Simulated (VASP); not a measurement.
Set up this calculation in VASP 6.6.1, as the native input.

```yaml
Task: single point
Functional: PBEsol
Potentials_or_basis: VASP PAW PBE potentials, release 64 (Ir)
Cutoff: 520 eV
k_mesh: 15 × 15 × 15
Occupations: fermi-dirac, width 0.136057 eV
Spin: no spin polarisation
Dipole_correction: no
Further_INCAR_settings: ALGO = Normal; EDIFF = 1e-07; NBANDS = 10
```

The structure of Ir lies in POSCAR:

```
Ir
1.0
   -1.5388376004      1.5388376004      1.5388376004
    1.5388376004     -1.5388376004      1.5388376004
    1.5388376004      1.5388376004     -1.5388376004
Ir
1
Direct
    0.0000000000      0.0000000000      0.0000000000
```

The input as run:

INCAR

```
PREC     = Accurate       # precision mode
ENCUT    = 520            # plane-wave cutoff, eV
EDIFF    = 1E-7           # SCF threshold, eV
ISMEAR   = -1             # smearing method
SIGMA    = 0.13605693000000002 # smearing width, eV
LREAL    = F              # projectors in reciprocal space
LASPH    = T              # aspherical terms in the spheres
NELM     = 60             # most SCF steps
ALGO     = Normal         # electronic algorithm
ISIF     = 2              # what is computed and relaxed
LWAVE    = F              # write WAVECAR
LCHARG   = F              # write CHGCAR
GGA      = PS             # functional
NBANDS   = 10             # bands
```

KPOINTS

```
Automatic mesh
0
Gamma
  15 15 15
```

Potentials or basis: VASP PAW PBE potentials, release 64 (Ir).

Command:

```bash
$ cat potpaw_PBE.64/Ir/POTCAR > POTCAR
$ mpirun -np 1 vasp_std > vasp.out
```

Results of the run:

| Quantity | Value |
| --- | --- |
| Pressure | 1.3 GPa |

Caveat: the PAW data sets were made with another functional, which shifts forces and pressure a little.

Wall time 6.1 s on 1 thread of Intel(R) Xeon(R) 6975P-C (Granite Rapids), on a shared host, peak memory 0.14 GiB.
